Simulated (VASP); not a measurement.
A run of VASP 6.6.1:

File POSCAR:

```
GaN
1.0
    3.2039092750      0.0000000001      0.0000000000
   -1.6019546376      2.7746668235      0.0000000000
    0.0000000000      0.0000000000      5.2187816418
Ga N
2 2
Direct
    0.3333333333      0.6666666667     -0.0008277438
    0.6666666667      0.3333333333      0.4991722562
    0.3333333333      0.6666666667      0.3758277438
    0.6666666667      0.3333333333      0.8758277438
```

Contents of INCAR.step1:

```
PREC = Accurate
ENCUT = 910
ISMEAR = 0
SIGMA = 0.05
LREAL = False
LASPH = True
NELM = 120
NBANDS = 26
GGA = PE
ALGO = Normal
EDIFF = 1E-5
LWAVE = True
LCHARG = False
GGA_COMPAT = False
```

Contents of INCAR.step2:

```
PREC = Accurate
ENCUT = 910
EDIFF = 1E-6
ISMEAR = 0
SIGMA = 0.05
LREAL = False
LASPH = True
NELM = 120
ALGO = Normal
ISIF = 2
LWAVE = False
LCHARG = True
METAGGA = R2SCAN
LMIXTAU = True
LELF = True
LVHAR = True
NBANDS = 26
ISTART = 1
GGA_COMPAT = False
```

KPOINTS

```
regular mesh
0
Gamma
  8 8 6
```

Potentials or basis: VASP PAW PBE potentials, release 64 (Ga_d, N_h).

The run is started by

```console
$ cat potpaw_PBE.64/Ga_d/POTCAR potpaw_PBE.64/N_h/POTCAR > POTCAR
$ cp INCAR.step1 INCAR
$ mpirun -np 1 vasp_std > vasp.out
$ cp INCAR.step2 INCAR
$ mpirun -np 1 vasp_std > vasp.out
```

Hardware: 1 thread of Intel(R) Xeon(R) Platinum 8375C CPU @ 2.90GHz (Ice Lake), with other jobs on the host.

Task: How long does it take, and how much memory?

Result: Wall time 3.8 min on 1 thread of Intel(R) Xeon(R) Platinum 8375C CPU @ 2.90GHz (Ice Lake) (shared host), peak memory 0.28 GiB. Counts: k points 40.
